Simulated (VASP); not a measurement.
Wanted: the native input for a VASP 6.6.1 run.

```yaml
Task: single point
Functional: PBE
Potentials_or_basis: VASP PAW PBE potentials, release 64 (Zr_sv, C)
Cutoff: 520 eV
k_mesh: 21 × 21 × 18
Occupations: gaussian, width 0.1 eV
Spin: no spin polarisation
Dipole_correction: no
Further_INCAR_settings: ALGO = Normal; EDIFF = 1e-07; NBANDS = 24
```

The structure of ZrC lies in POSCAR:

```
ZrC
1.0
    3.3722805498      0.0000000000      0.0000000000
   -1.6861402749      2.9204806248      0.0000000000
    0.0000000000      0.0000000000      5.2943649991
Zr C
2 2
Direct
    0.0000000000      0.0000000000      0.0000000000
    0.3333333333      0.6666666667      0.5000000000
    0.6666666667      0.3333333333      0.2500000000
    0.6666666667      0.3333333333      0.7500000000
```

These files were run (other wordings do the same):

INCAR

```
SYSTEM = ZrC
ALGO = Normal
EDIFF = 1E-7
ENCUT = 520
GGA = PE
ISIF = 2
ISMEAR = 0
LASPH = .True.
LCHARG = .False.
LREAL = .False.
LWAVE = .False.
NBANDS = 24
NELM = 100
PREC = Accurate
SIGMA = 0.1
```

KPOINTS

```
k-points
0
Gamma
  21 21 18
  0 0 0
```

Potentials or basis: VASP PAW PBE potentials, release 64 (Zr_sv, C).

The run is started by

```console
$ cat potpaw_PBE.64/Zr_sv/POTCAR potpaw_PBE.64/C/POTCAR > POTCAR
$ mpirun -np 1 vasp_std > vasp.out
```

It gave:

```json
{"Pressure": "0.2 GPa", "Band gap on the k mesh": "zero (band 16 reaches 10.87 eV, above the bottom of band 17 at 9.60 eV)"}
```

Wall time 6.6 min on 1 thread of Intel(R) Xeon(R) 6975P-C (Granite Rapids) (shared host), peak memory 0.58 GiB.
